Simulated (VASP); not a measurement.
Write the native input for VASP 6.6.1 that does the following.

```yaml
Task: single point
Functional: r2SCAN
Potentials_or_basis: VASP PAW PBE potentials, release 64 (Si, C)
Cutoff: 520 eV
k_mesh: 10 × 10 × 10
Occupations: gaussian, width 0.05 eV
Spin: no spin polarisation
Dipole_correction: no
Further_INCAR_settings: ALGO = Normal; EDIFF = 1e-06; NBANDS = 11
```

Crystal: SiC.

```
Si C
1.0
    -0.06534    2.17814    2.17814
     2.11280    0.00000    2.11280
     2.17814    2.17814   -0.06534
Si C
1 1
Direct
  0.00000 0.00000 0.00000
  0.75000 0.75000 0.75000
```

This cell differs from its parent crystal: strain -0.0600 x Voigt [0, 0, 0, 0, 1, 0].

These files were run (other wordings do the same):

POSCAR

```
SiC
1.0
   -0.0653443495      2.1781449820      2.1781449820
    2.1128006325      0.0000000000      2.1128006325
    2.1781449820      2.1781449820     -0.0653443495
Si C
1 1
Direct
    0.0000000000      0.0000000000      0.0000000000
    0.7500000000      0.7500000000      0.7500000000
```

INCAR.step1

```
  ALGO = Normal
  EDIFF = 1E-4
  ENCUT = 520
  GGA = PE
  ISMEAR = 0
  LASPH = T
  LCHARG = F
  LREAL = F
  LWAVE = T
  NBANDS = 11
  NELM = 100
  PREC = Accurate
  SIGMA = 0.05
```

INCAR.step2

```
  ALGO = Normal
  EDIFF = 1E-6
  ENCUT = 520
  ISIF = 2
  ISMEAR = 0
  ISTART = 1
  LASPH = T
  LCHARG = F
  LMIXTAU = T
  LREAL = F
  LWAVE = F
  METAGGA = R2SCAN
  NBANDS = 11
  NELM = 100
  PREC = Accurate
  SIGMA = 0.05
```

KPOINTS

```
k-points
0
Gamma
  10 10 10
```

Potentials or basis: VASP PAW PBE potentials, release 64 (Si, C).

Command:

```console
$ cat potpaw_PBE.64/Si/POTCAR potpaw_PBE.64/C/POTCAR > POTCAR
$ cp INCAR.step1 INCAR
$ mpirun -np 1 vasp_std > vasp.out
$ cp INCAR.step2 INCAR
$ mpirun -np 1 vasp_std > vasp.out
```

It gave:

```
Pressure               : 0.9 GPa
Largest force          : 0.461 eV/Å
Band gap on the k mesh : 1.40 eV, indirect (least direct gap 4.42 eV)
```

Caveat: the cell differs from its parent crystal (strain -0.0600 x Voigt [0, 0, 0, 0, 1, 0]); the PAW data sets were made with another functional, which shifts forces and pressure a little.

Wall time 36 s on 1 thread of Intel(R) Xeon(R) 6975P-C (Granite Rapids) (shared host), peak memory 0.16 GiB.
